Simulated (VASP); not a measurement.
## CSO: single point with r2SCAN+D3(BJ)

CSO:

```
O C S
1.0
     9.00576    0.00000    0.00000
     0.00000    9.00576    0.00000
     0.00000    0.00000    9.00576
O C S
8 8 8
Direct
  0.79421 0.99352 0.04767
  0.52201 0.49060 0.97399
  0.50290 0.82870 0.55247
  0.25201 0.37176 0.74077
  0.19382 0.42764 0.18517
  0.60242 0.18531 0.68391
  0.01090 0.59014 0.92170
  0.51523 0.26087 0.23421
  0.81303 0.00487 0.17453
  0.58861 0.54972 0.06707
  0.41236 0.80498 0.64121
  0.23575 0.28328 0.64864
  0.15280 0.50079 0.28273
  0.61500 0.30439 0.63602
  0.96538 0.46989 0.92089
  0.45643 0.18534 0.14774
  0.83845 0.02046 0.34495
  0.67842 0.62849 0.19257
  0.29007 0.77050 0.75921
  0.21414 0.16340 0.52522
  0.09793 0.59964 0.41374
  0.63038 0.46417 0.57106
  0.90260 0.30870 0.92031
  0.38041 0.08110 0.03218
```

```yaml
Program: VASP 6.6.1
Task: single point
Functional: r2SCAN
Dispersion: D3(BJ)
Potentials_or_basis: VASP PAW PBE potentials, release 64 (O, C, S)
Cutoff: 520 eV
k_mesh: 1 × 1 × 1
Occupations: fermi-dirac, width 0.02 eV
Spin: no spin polarisation
```

```yaml
Pressure: -0.2 GPa
Largest_force: 1.114 eV/Å
Dispersion_energy_per_atom: -0.037 eV
```

Forces on the atoms (eV/Å):
```
O   -0.127 -0.068 -0.745
O   -0.326 -0.301 -0.480
O    0.386  0.109 -0.384
O    0.088  0.448  0.437
O    0.282 -0.476 -0.610
O   -0.052 -0.520  0.218
O    0.327  0.819  0.010
O    0.262  0.387  0.426
C    0.189  0.089  1.039
C    0.523  0.441  0.720
C   -0.697 -0.188  0.672
C   -0.129 -0.735 -0.708
C   -0.353  0.633  0.824
C    0.062  0.885 -0.336
C   -0.408 -1.037 -0.015
C   -0.449 -0.692 -0.716
S   -0.063 -0.032 -0.283
S   -0.196 -0.136 -0.288
S    0.319  0.086 -0.297
S    0.055  0.290  0.278
S    0.088 -0.156 -0.207
S   -0.025 -0.346  0.154
S    0.074  0.221  0.000
S    0.168  0.280  0.292
```

Stress tensor (GPa, compression positive):
```
-0.31  0.09  0.02
 0.09 -0.10  0.04
 0.02  0.04 -0.13
```

Levels at points of the mesh, in eV from the Fermi level:
| k point | band 61 | band 62 | band 63 | band 64 | band 65 | band 66 | band 67 | band 68 |
| --- | --- | --- | --- | --- | --- | --- | --- | --- |
| (0.00, 0.00, 0.00) | -0.64 | -0.62 | -0.58 | -0.53 | 4.87 | 4.90 | 5.00 | 5.01 |

Run time: 7.3 min on 1 thread of Intel(R) Xeon(R) Platinum 8488C (Sapphire Rapids), on a shared host, peak memory 0.79 GiB.

Caveat: the k points lie up to 0.70 Å⁻¹ apart; the PAW data sets were made with another functional, which shifts forces and pressure a little.
